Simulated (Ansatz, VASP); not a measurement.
Sc3H2: VASP beside Ansatz

```
Sc H
1.0
     2.88382    1.66497    5.07215
    -2.88382    1.66497    5.07215
     0.00000   -3.32994    5.07215
Sc H
6 4
Direct
  0.08339 0.41661 0.75000
  0.75000 0.08339 0.41661
  0.41661 0.75000 0.08339
  0.91661 0.58339 0.25000
  0.25000 0.91661 0.58339
  0.58339 0.25000 0.91661
  0.83304 0.83304 0.83304
  0.66696 0.66696 0.66696
  0.16696 0.16696 0.16696
  0.33304 0.33304 0.33304
```

Alike in both runs: functional PBE; k mesh 6 × 6 × 6; occupations gaussian, width 0.1 eV; no spin polarisation.

Ansatz relaxed the structure, and its values are those at the end. VASP's run is a single point on that final structure, the one shown.

```csv
,VASP,Ansatz
version,VASP 6.6.1,Ansatz 0.2.0
potentials or method,"VASP PAW PBE potentials, release 64 (Sc_sv, H), cutoff 520 eV","scalar-relativistic, plane waves, PAW"
valence electrons in the cell,70,70
```

|  | VASP | Ansatz | Ansatz less VASP |
| --- | --- | --- | --- |
| gap on the k mesh at the Fermi level (eV) | none | none | - |
| pressure (GPa) | 0.1 | 0.0 | -0.06 |
| rms of the force components (eV/Å) | 0.009 | 0.010 | +0.0014 |

A gap of «none» marks a metal or a gap that the smearing closes. The functional is the same, so the differences come from potentials, cutoffs and numerics.
